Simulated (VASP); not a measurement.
# Ta2N (P-31m) in VASP: relaxation of cell and atoms with PBE+D3(BJ)

Aim: the relaxation of cell and atoms of Ta2N with PBE+D3(BJ).

Program: VASP 6.6.1. These are calculated values, not measurements. Logs are shortened: lines on timing, memory, paths and dates and some standing lists are left out, and cuts for length are marked.

### 1 The cell of the first run

Symmetry: P-31m, No. 162, trigonal system. The conventional cell has a = 5.297 Å, b = 5.297 Å, c = 4.939 Å, α = 90.00°, β = 90.00°, γ = 120.00°. Ta (site symmetry m) has 3 N at 2.15 to 2.16 Å within 2.8 Å. N (site symmetry 32) has 6 Ta at 2.16 Å within 2.9 Å. N (site symmetry -3m) has 6 Ta at 2.15 Å within 2.8 Å.

### 2 Relaxation of cell and atoms, PBE+D3(BJ)

File INCAR:

```
SYSTEM = Ta2N
ALGO = Normal
EDIFF = 1E-7
EDIFFG = -0.002
ENCUT = 600
GGA = PE
GGA_COMPAT = .FALSE.
IBRION = 2
ISIF = 3
ISMEAR = 0
IVDW = 12
LASPH = .TRUE.
LCHARG = .FALSE.
LREAL = .FALSE.
LWAVE = .FALSE.
NELM = 120
NELMIN = 4
NSW = 100
PREC = Accurate
SIGMA = 0.1
```

File KPOINTS:

```
k-points
0
G
  9 9 8
  0 0 0
```

File POSCAR:

```
Ta2N
1.0
    5.2965720500      0.0000000000      0.0000000000
   -2.6482860300      4.5869659500      0.0000000000
    0.0000000000      0.0000000000      4.9391825700
Ta N
6 3
Direct
    0.6663616800      0.6663616800      0.7536182600
    0.0000000000      0.3336383200      0.7536182600
    0.3336383200      0.0000000000      0.7536182600
    0.3336383200      0.3336383200      0.2463817400
    0.0000000000      0.6663616800      0.2463817400
    0.6663616800      0.0000000000      0.2463817400
    0.6666666700      0.3333333300      0.5000000000
    0.3333333300      0.6666666700      0.5000000000
    0.0000000000      0.0000000000      0.0000000000
```

Potentials or basis: VASP PAW PBE potentials, release 64 (Ta_pv, N).

Command:

```console
> cat potpaw_PBE.64/Ta_pv/POTCAR potpaw_PBE.64/N/POTCAR > POTCAR
> mpirun -np 1 vasp_std > vasp.out
```

OUTCAR:

```text
SYSTEM = Ta2N
   EDIFF = 1E-7
   EDIFFG = -0.002
   ENCUT = 600
   GGA = PE
   IBRION = 2
   ISIF = 3
   ISMEAR = 0
   IVDW = 12
   LASPH = .TRUE.
   LREAL = .FALSE.
   NELM = 120
   NELMIN = 4
   NSW = 100
   PREC = Accurate
 IVDW          = 12

 ion  position               nearest neighbor table
   1  0.666  0.666  0.754-   9 2.15   8 2.16   7 2.16   4 3.00   5 3.01   6 3.01   2 3.06   3 3.06
                             2 3.06   3 3.06   3 3.06   2 3.06   4 3.06   5 3.07   6 3.07
   2  0.000  0.334  0.754-   9 2.15   7 2.16   8 2.16   5 3.00   6 3.01   4 3.01   3 3.06   1 3.06
                             3 3.06   1 3.06   1 3.06   3 3.06   5 3.06   6 3.07   4 3.07
   3  0.334  0.000  0.754-   9 2.15   8 2.16   7 2.16   6 3.00   5 3.01   4 3.01   2 3.06   2 3.06
                             1 3.06   1 3.06   1 3.06   2 3.06   6 3.06   5 3.07   4 3.07
   4  0.334  0.334  0.246-   9 2.15   7 2.16   8 2.16   1 3.00   2 3.01   3 3.01   5 3.06   6 3.06
                             5 3.06   6 3.06   6 3.06   5 3.06   1 3.06   2 3.07   3 3.07
   5  0.000  0.666  0.246-   9 2.15   8 2.16   7 2.16   2 3.00   3 3.01   1 3.01   6 3.06   4 3.06
                             6 3.06   4 3.06   4 3.06   6 3.06   2 3.06   3 3.07   1 3.07
   6  0.666  0.000  0.246-   9 2.15   7 2.16   8 2.16   3 3.00   2 3.01   1 3.01   5 3.06   5 3.06
                             4 3.06   4 3.06   4 3.06   5 3.06   3 3.06   2 3.07   1 3.07
   7  0.667  0.333  0.500-   2 2.16   6 2.16   5 2.16   3 2.16   4 2.16   1 2.16
   8  0.333  0.667  0.500-   5 2.16   3 2.16   2 2.16   6 2.16   1 2.16   4 2.16
   9  0.000  0.000  0.000-   1 2.15   4 2.15   3 2.15   6 2.15   5 2.15   2 2.15

  LATTYP: Found a hexagonal cell.
 ALAT       =     5.2965720500
 C/A-ratio  =     0.9325243806

  Lattice vectors:

 A1 = (   5.2965720500,   0.0000000000,   0.0000000000)
 A2 = (  -2.6482860300,   4.5869659500,   0.0000000000)
 A3 = (   0.0000000000,   0.0000000000,   4.9391825700)

Analysis of symmetry for initial positions (statically):
=====================================================================
 Subroutine PRICEL returns:
 Original cell was already a primitive cell.

 Routine SETGRP: Setting up the symmetry group for a
 hexagonal supercell.

 Subroutine GETGRP returns: Found 12 space group operations
 (whereof 12 operations were pure point group operations)
 out of a pool of 24 trial point group operations.

The static configuration has the point symmetry D_3d.

Analysis of symmetry for dynamics (positions and initial velocities):
=====================================================================
 Subroutine PRICEL returns:
 Original cell was already a primitive cell.

 Routine SETGRP: Setting up the symmetry group for a
 hexagonal supercell.

 Subroutine GETGRP returns: Found 12 space group operations
 (whereof 12 operations were pure point group operations)
 out of a pool of 24 trial point group operations.

The dynamic configuration has the point symmetry D_3d.

 Subroutine INISYM returns: Found 12 space group operations
 (whereof 12 operations are pure point group operations),
 and found     1 'primitive' translations

----------------------------------------------------------------------------------------

                                     Primitive cell

  volume of cell :     119.9984

  direct lattice vectors                    reciprocal lattice vectors
     5.296572050  0.000000000  0.000000000     0.188801359  0.109004515  0.000000000
    -2.648286030  4.586965950  0.000000000     0.000000000  0.218009031  0.000000000
     0.000000000  0.000000000  4.939182570     0.000000000  0.000000000  0.202462652

  length of vectors
     5.296572050  5.296572054  4.939182570     0.218009031  0.218009031  0.202462652

  position of ions in fractional coordinates (direct lattice)
     0.666361680  0.666361680  0.753618260
     0.000000000  0.333638320  0.753618260
     0.333638320  0.000000000  0.753618260
     0.333638320  0.333638320  0.246381740
     0.000000000  0.666361680  0.246381740
     0.666361680  0.000000000  0.246381740
     0.666666670  0.333333330  0.500000000
     0.333333330  0.666666670  0.500000000
     0.000000000  0.000000000  0.000000000

  ion indices of the primitive-cell ions
   primitive index   ion index
                 1           1
                 2           2
                 3           3
                 4           4
                 5           5
                 6           6
                 7           7
                 8           8
                 9           9

----------------------------------------------------------------------------------------

 KPOINTS: k-points

Automatic generation of k-mesh.
 Grid dimensions read from file:
 generate k-points for:    9    9    8

 Generating k-lattice:

  Cartesian coordinates                     Fractional coordinates (reciprocal lattice)
     0.020977929  0.012111613  0.000000000     0.111111111  0.000000000  0.000000000
     0.000000000  0.024223226  0.000000000     0.000000000  0.111111111  0.000000000
     0.000000000  0.000000000  0.025307831     0.000000000  0.000000000  0.125000000

  Length of vectors
     0.024223226  0.024223226  0.025307831

  Shift w.r.t. Gamma in fractional coordinates (k-lattice)
     0.000000000  0.000000000  0.000000000

 Subroutine IBZKPT returns following result:
 ===========================================

 Found     81 irreducible k-points:

 Following reciprocal coordinates:
            Coordinates               Weight
  0.000000  0.000000  0.000000      1.000000
  0.111111  0.000000  0.000000      6.000000
  0.222222  0.000000  0.000000      6.000000
  0.333333  0.000000  0.000000      6.000000
  0.444444  0.000000  0.000000      6.000000
  0.111111  0.111111  0.000000      6.000000
[... 16 lines left out ...]
 -0.111111  0.444444  0.125000     12.000000
  0.444444  0.111111  0.125000      6.000000
 [... further k-points ...]
   k-points           NKPTS =     81   k-points in BZ     NKDIM =     81   number of bands    NBANDS=     48
   number of dos      NEDOS =    301   number of ions     NIONS =      9
   total plane-waves  NPLWV =  70560
   dimension x,y,z NGX =    42 NGY =   42 NGZ =   40
   dimension x,y,z NGXF=    84 NGYF=   84 NGZF=   80
   ions per type =               6   3
   NGX,Y,Z   is equivalent  to a cutoff of  13.18, 13.18, 13.46 a.u.
   NGXF,Y,Z  is equivalent  to a cutoff of  26.37, 26.37, 26.93 a.u.
 SYSTEM =  Ta2N
   PREC   = accura    normal or accurate (medium, high low for compatibility)
   ISTART =      0    job   : 0-new  1-cont  2-samecut
   ICHARG =      2    charge: 1-file 2-atom 10-const
   ISPIN  =      1    spin polarized calculation?
   LNONCOLLINEAR =      F non collinear calculations
   LSORBIT =      F    spin-orbit coupling
   LASPH  =      T    aspherical Exc in radial PAW
   ENCUT  =  600.0 eV  44.10 Ry    6.64 a.u.  10.58 10.58  9.86*2*pi/ulx,y,z
   NELM   =    120;   NELMIN=  4; NELMDL= -5     # of ELM steps
   EDIFF  = 0.1E-06   stopping-criterion for ELM
   LREAL  =      F    real-space projection
   EDIFFG = -.2E-02   stopping-criterion for IOM
   NSW    =    100    number of steps for IOM
   IBRION =      2    ionic relax: 0-MD 1-quasi-New 2-CG
   NFREE  =      1    steps in history (QN), initial steepest desc. (CG)
   ISIF   =      3    stress and relaxation
   ISYM   =      2    0-nonsym 1-usesym 2-fastsym
   POTIM  = 0.5000    time-step for ionic-motion
   TEBEG  =    0.0;   TEEND  =   0.0 temperature during run
   PSTRESS=    0.0 pullay stress
   NELECT =      81.0000    total number of electrons
   NUPDOWN=      -1.0000    fix difference up-down
   EMIN   =  10.00;   EMAX   =-10.00  energy-range for DOS
   EFERMI =   0.00;   METHOD = LEGACY
   ISMEAR =     0;   SIGMA  =   0.10  broadening in eV -4-tet -1-fermi 0-gaus
   EFERMI_NEDOS =   21; number of points for ismear=-14 and -15
   IALGO  =     38    algorithm
   IMIX   =      4    mixing-type and parameters
     AMIX     =   0.40;   BMIX     =  1.00
     AMIX_MAG =   1.60;   BMIX_MAG =  1.00
  volume/ion in A,a.u.               =      13.33        89.98
  Fermi-wavevector in a.u.,A,eV,Ry     =   1.436078  2.713794 28.059565  2.062320
  Thomas-Fermi vector in A             =   2.555306
   LORBIT       =      0    0 simple, 1 ext, 2 COOP (PROOUT), +10 PAW based schemes
   GGA     = PE    functional components
   LHFCALC =     F    Hartree Fock is set to
   AEXX    =    0.0000 exact exchange contribution
   IVDW    =    12    specifies the selected vdW correction
   LEPSILON=     F    determine dielectric tensor
   LRPA    =     F    only Hartree local field effects (RPA)
 conjugate gradient relaxation of ions
 non-spin polarized calculation
 Gauss-broadening in eV      SIGMA  =   0.10
  energy-cutoff  :      600.00
  volume of cell :      120.00
 maximum number of plane-waves:      4039
   NGX = 21   NGY = 21   NGZ = 19

--------------------------------------- Ionic step        1  -------------------------------------------

 number of electron      81.0000003 magnetization

 Free energy of the ion-electron system (eV)
  ---------------------------------------------------
  ext. energy  EPLUGINS =         0.00000000
  ---------------------------------------------------
  free energy    TOTEN  =      -104.15632420 eV

  energy without entropy =     -104.14261919  energy(sigma->0) =     -104.14947169

------------------------ aborting loop because EDIFF is reached ----------------------------------------

 Edisp (eV)   -4.72052

 E8    (eV) :    -2.3094
[... 126 lines left out ...]
  FREE ENERGIE OF THE ION-ELECTRON SYSTEM (eV)
  ---------------------------------------------------
  free  energy   TOTEN  =      -108.8909566669 eV

  energy  without entropy=     -108.8775145442  energy(sigma->0) =     -108.88423561

[... ionic steps 4 to 7 ...]

--------------------------------------- Ionic step        8  -------------------------------------------

 number of electron      80.9999997 magnetization

------------------------ aborting loop because EDIFF is reached ----------------------------------------
[... 89 lines left out ...]
--------------------------------------- Ionic step       10  -------------------------------------------

 number of electron      80.9999997 magnetization

 Free energy of the ion-electron system (eV)
  ---------------------------------------------------
  ext. energy  EPLUGINS =         0.00000000
  ---------------------------------------------------
  free energy    TOTEN  =      -104.11548056 eV

  energy without entropy =     -104.10220873  energy(sigma->0) =     -104.10884464

 E-fermi :   7.6043     XC(G=0): -13.0144

 val. band max:        7.5970093892   @ k =   0.3333   0.0000   0.0000
 cond. band min:       7.6059499074   @ k =   0.2222   0.2222   0.2500
 fundamental gap:      0.0089405182
 Fermi energy:         7.6042714977

 k-point     1 :       0.0000    0.0000    0.0000
  band No.  band energies     occupation
      1     -28.1497      2.00000
      2     -27.7603      2.00000
      3     -27.5936      2.00000
      4     -27.5936      2.00000
      5     -27.5702      2.00000
      6     -27.5702      2.00000
[... 1213 lines left out ...]
     47      10.0470      0.00000
     48      10.5083      0.00000

 [... further k-points ...]

------------------------ aborting loop because EDIFF is reached ----------------------------------------

 Edisp (eV)   -4.77569

 E8    (eV) :    -2.3367
[... 32 lines left out ...]
  FREE ENERGIE OF THE ION-ELECTRON SYSTEM (eV)
  ---------------------------------------------------
  free  energy   TOTEN  =      -108.8911705788 eV

  energy  without entropy=     -108.8778987494  energy(sigma->0) =     -108.88453466

 reached required accuracy - stopping structural energy minimisation
```

It took 26 min on 1 thread of Intel Xeon 6975P-C (Granite Rapids), shared host; peak memory 0.57 GiB.

Results:

```
Free energy                           : -108.8912 eV
Relaxed volume                        : 13.19 Å³/atom
Relaxed cell                          : a = 5.276 Å, b = 5.276 Å, c = 4.923 Å, α = 90.00°, β = 90.00°, γ = 120.00°
Space group after relaxing (to 0.1 Å) : P-31m (No. 162)
Energy gained by relaxing             : 1.6 meV/atom
Ionic steps                           : 10
Pressure after relaxing               : 0.0 GPa
Band gap on the k mesh                : zero (an odd number of electrons rules out a gap without spin polarisation)
Dispersion energy per atom            : -0.531 eV
```

The path:
```tsv
step	energy change (eV)	largest force (eV/Å)	pressure (GPa)	volume (Å³)
1	0.0000	0.0651	-3.28	120.00
2	0.0793	0.0701	9.17	115.32
3	-0.0141	0.0359	0.00	118.67
4	-0.0141	0.0353	0.06	118.64
5	-0.0143	0.0069	0.05	118.65
6	-0.0143	0.0047	0.05	118.65
7	-0.0143	0.0027	-0.10	118.71
8	-0.0143	0.0022	-0.01	118.67
9	-0.0143	0.0018	-0.01	118.68
10	-0.0143	0.0018	0.01	118.67
```

Final structure:
```
CELL_PARAMETERS angstrom
5.27601 0.00000 0.00000
-2.63801 4.56916 0.00000
0.00000 0.00000 4.92265
ATOMIC_POSITIONS crystal
Ta 0.66677 0.66677 0.75330
Ta 0.00000 0.33323 0.75330
Ta 0.33323 0.00000 0.75330
Ta 0.33323 0.33323 0.24670
Ta 0.00000 0.66677 0.24670
Ta 0.66677 0.00000 0.24670
N 0.66667 0.33333 0.50000
N 0.33333 0.66667 0.50000
N 0.00000 0.00000 0.00000
```

Caveat: spin-orbit coupling is left out, which moves the levels of the heavy elements.
